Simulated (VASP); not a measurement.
# Y5F (I4/m) in VASP: notebook, part 2 of 2

VASP 6.6.1. The steps go on from the part before.

### 4 Single point, PBE

This run uses another cell than the first one, of 27.37 Å³/atom, 1.007 times its volume.

INCAR

```
  PREC = Accurate
  ENCUT = 520
  EDIFF = 1E-6
  ISMEAR = 0
  SIGMA = 0.1
  LREAL = False
  LASPH = True
  NELM = 80
  ALGO = Normal
  ISIF = 2
  LWAVE = False
  LCHARG = False
  GGA = PE
  NBANDS = 40
```

KPOINTS

```
regular mesh
0
Gamma
  8 8 8
```

POSCAR

```
Y5F
1.0
   -4.0274124636      4.0274124636      2.5310477218
    4.0274124636     -4.0274124636      2.5310477218
    4.0274124636      4.0274124636     -2.5310477218
Y F
5 1
Direct
    0.0000000000      0.0000000000      0.0000000000
    0.4009024654      0.1990597998      0.5999622651
    0.8009402002      0.4009024654      0.2018426656
    0.5990975346      0.8009402002      0.4000377349
    0.1990597998      0.5990975346      0.7981573344
    0.5000000000      0.5000000000      0.0000000000
```

Potentials or basis: VASP PAW PBE potentials, release 64 (Y_sv, F).

The run is started by

```console
> cat potpaw_PBE.64/Y_sv/POTCAR potpaw_PBE.64/F/POTCAR > POTCAR
> mpirun -np 1 vasp_std > vasp.out
```

OUTCAR:

```text
PREC = Accurate
   ENCUT = 520
   EDIFF = 1E-6
   ISMEAR = 0
   LREAL = False
   LASPH = True
   NELM = 80
   ISIF = 2
   GGA = PE

 ion  position               nearest neighbor table
   1  0.000  0.000  0.000-   6 2.53   6 2.53   3 3.59   5 3.59   5 3.59   3 3.59   2 3.59   4 3.59
                             4 3.59   2 3.59   2 3.61   4 3.61   3 3.61   5 3.61
   2  0.401  0.199  0.600-   6 2.55   3 3.58   3 3.58   5 3.58   5 3.58   4 3.58   1 3.59   1 3.59
                             4 3.60   4 3.60   1 3.61   5 3.61   3 3.61
   3  0.801  0.401  0.202-   6 2.55   2 3.58   2 3.58   4 3.58   4 3.58   5 3.58   1 3.59   1 3.59
                             5 3.60   5 3.60   1 3.61   4 3.61   2 3.61
   4  0.599  0.801  0.400-   6 2.55   5 3.58   5 3.58   3 3.58   3 3.58   2 3.58   1 3.59   1 3.59
                             2 3.60   2 3.60   1 3.61   3 3.61   5 3.61
   5  0.199  0.599  0.798-   6 2.55   4 3.58   4 3.58   2 3.58   2 3.58   3 3.58   1 3.59   1 3.59
                             3 3.60   3 3.60   1 3.61   2 3.61   4 3.61
   6  0.500  0.500  0.000-   1 2.53   1 2.53   5 2.55   3 2.55   2 2.55   4 2.55

  LATTYP: Found a body centered tetragonal cell.
 ALAT       =     8.0548249272
 C/A-ratio  =     0.6284550551

  Lattice vectors:

 A1 = (  -4.0274124636,   4.0274124636,   2.5310477218)
[... 194 lines left out ...]
  band No.  band energies     occupation
      1     -39.3351      2.00000
      2     -39.2448      2.00000
      3     -39.1955      2.00000
      4     -39.1955      2.00000
      5     -39.1940      2.00000
      6     -23.0903      2.00000
[... 1021 lines left out ...]
     39       5.4517      0.00000
     40       5.6099      0.00000

 [... further k-points ...]

------------------------ aborting loop because EDIFF is reached ----------------------------------------

  FORCE on cell =-STRESS in cart. coord.  units (eV):
  Direction    XX          YY          ZZ          XY          YZ          ZX
  --------------------------------------------------------------------------------------
  -------------------------------------------------------------------------------------
  Total       -0.1089996     -0.1089996     -0.1322491     -0.0000001      0.0000000     -0.0000000
  in kB       -1.0634642     -1.0634642     -1.2903006     -0.0000013      0.0000000     -0.0000000
  external PRESSURE =      -1.1390763 kB  Pullay stress =       0.0000000 kB

 VOLUME and BASIS-vectors are now :
 -----------------------------------------------------------------------------
  energy-cutoff  :      520.00
  volume of cell :      164.21
      direct lattice vectors                 reciprocal lattice vectors
    -4.027412464  4.027412464  2.531047722     0.000000000  0.124149191  0.197546651
     4.027412464 -4.027412464  2.531047722     0.124149191  0.000000000  0.197546651
     4.027412464  4.027412464 -2.531047722     0.124149191  0.124149191  0.000000000

 POSITION                                       TOTAL-FORCE (eV/Angst)
 -----------------------------------------------------------------------------------
      0.00000      0.00000      0.00000        -0.000000     -0.000000     -0.000000
      1.60339      3.22920      0.00000        -0.007373     -0.002219      0.000000
     -0.79821      2.42402      2.53105        -0.002219      0.007373     -0.000000
      2.42402      0.79821      2.53105         0.007373      0.002219     -0.000000
      4.82563      1.60339     -0.00000         0.002219     -0.007373     -0.000000
      0.00000      0.00000      2.53105        -0.000000      0.000000     -0.000000
 -----------------------------------------------------------------------------------
    total drift:                               -0.000000     -0.000000      0.000000

  FREE ENERGIE OF THE ION-ELECTRON SYSTEM (eV)
  ---------------------------------------------------
  free  energy   TOTEN  =       -38.5732446934 eV

  energy  without entropy=      -38.5338716350  energy(sigma->0) =      -38.55355816
```

OSZICAR:

```text
N       E                     dE             d eps       ncg     rms          rms(c)
DAV:   1     0.378955580375E+03    0.37896E+03   -0.31281E+04  6240   0.150E+03
DAV:   2    -0.103612325238E+01   -0.37999E+03   -0.36708E+03  7048   0.370E+02
DAV:   3    -0.364307135683E+02   -0.35395E+02   -0.34180E+02  9248   0.729E+01
DAV:   4    -0.400881331145E+02   -0.36574E+01   -0.36358E+01  9960   0.200E+01
DAV:   5    -0.402273744120E+02   -0.13924E+00   -0.13918E+00  8504   0.366E+00    0.493E+01
DAV:   6    -0.387373470014E+02    0.14900E+01   -0.46026E+00  7232   0.893E+00    0.317E+01
DAV:   7    -0.385766003568E+02    0.16075E+00   -0.23792E+00  7448   0.661E+00    0.386E+00
DAV:   8    -0.385809503287E+02   -0.43500E-02   -0.30795E-01  8504   0.204E+00    0.163E+00
DAV:   9    -0.385728680995E+02    0.80822E-02   -0.64088E-02  7416   0.129E+00    0.469E-01
DAV:  10    -0.385732629297E+02   -0.39483E-03   -0.75529E-03  8392   0.413E-01    0.111E-01
DAV:  11    -0.385732339874E+02    0.28942E-04   -0.54652E-04  8224   0.104E-01    0.320E-02
DAV:  12    -0.385732443912E+02   -0.10404E-04   -0.47550E-05  8528   0.347E-02    0.168E-02
DAV:  13    -0.385732446934E+02   -0.30224E-06   -0.40762E-06  7040   0.957E-03
   1 F= -.38573245E+02 E0= -.38553558E+02  d E =-.393731E-01
```

Run time: 6.9 min. Hardware: 1 thread of Intel Xeon Platinum 8375C at 2.90GHz (Ice Lake), shared host; peak memory 0.6 GiB.

Results:

- Free energy: -38.5732 eV
- Pressure: -0.1 GPa
- Largest force: 0.008 eV/Å
- Band gap on the k mesh: zero (band 31 reaches 3.67 eV, above the bottom of band 32 at 3.21 eV)

Forces on the atoms (eV/Å):
```
Y    0.000  0.000  0.000
Y   -0.007 -0.002  0.000
Y   -0.002  0.007  0.000
Y    0.007  0.002  0.000
Y    0.002 -0.007  0.000
F    0.000  0.000  0.000
```

### 5 The runs side by side

```csv
task,cell,k mesh,cutoff (eV),smearing,gap on the mesh (eV),pressure (GPa),largest force (eV/Å)
single point,"a = 6.212 Å, angles 99.6, 99.6, 131.8°, 6 atoms",4 × 4 × 4,520,gaussian 0.2 eV,none,0.4,0.06
relaxation of cell and atoms,"relaxed from a = 6.212 Å, angles 99.6, 99.6, 131.8°, 6 atoms",4 × 4 × 4,600,gaussian 0.2 eV,none,0.3,0.06
single point,"a = 6.233 Å, angles 99.5, 99.5, 132.1°, 6 atoms",8 × 8 × 8,520,gaussian 0.1 eV,none,-0.1,0.01
```

Alike in all rows: level PBE; potentials or basis VASP PAW PBE potentials, release 64 (Y_sv, F); no spin polarisation.

Caveats: some runs use coarse meshes; the relaxation stopped at its first step, so nothing moved (some runs); the relaxation stopped at a loose force limit of 0.08 eV/Å, so its end isn't a converged minimum (some runs).

Absolute energies hang on the potentials; compare differences alone.
